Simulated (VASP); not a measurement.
Runs of VASP 6.6.1 on In4Sb3As. The structure is that of space group P-4m2 (No. 115), or close to it. The cells are those of the table. 

| cell | gap on the mesh (eV) | pressure (GPa) | largest force (eV/Å) |
| --- | --- | --- | --- |
| a = 4.471, b = 4.471, c = 12.609 Å, 8 atoms | (a) | 3.2 | 0.03 |
| a = 4.609, b = 4.609, c = 12.999 Å, 8 atoms | none | -1.3 | 0.02 |
| a = 4.564, b = 4.564, c = 12.871 Å, 8 atoms | none | 0.0 | - |
| a = 4.518, b = 4.518, c = 12.741 Å, 8 atoms | 0.07 | 1.5 | 0.01 |
| a = 4.653, b = 4.653, c = 13.124 Å, 8 atoms | none | (b) | 0.03 |

Alike in all rows: task single point; level r2SCAN; potentials or basis VASP PAW PBE potentials, release 64 (As, In_d, Sb); no spin polarisation; k mesh 6 × 6 × 2; cutoff (eV) 520; smearing fermi-dirac 0.02 eV.

Estimate the missing entries.

(a) 0.23; (b) -2.4.

Caveats: semilocal functionals underestimate gaps, and a narrow one can read as zero; the PAW data sets were made with another functional, which shifts forces and pressure a little; spin-orbit coupling is left out, which moves the levels of the heavy elements; the cell stands under pressure (at least some runs).

A k mesh can miss the band edges, and the runs leave out spin-orbit coupling on As, In, Sb.

A gap of «none» marks levels without a gap at the run's occupations.
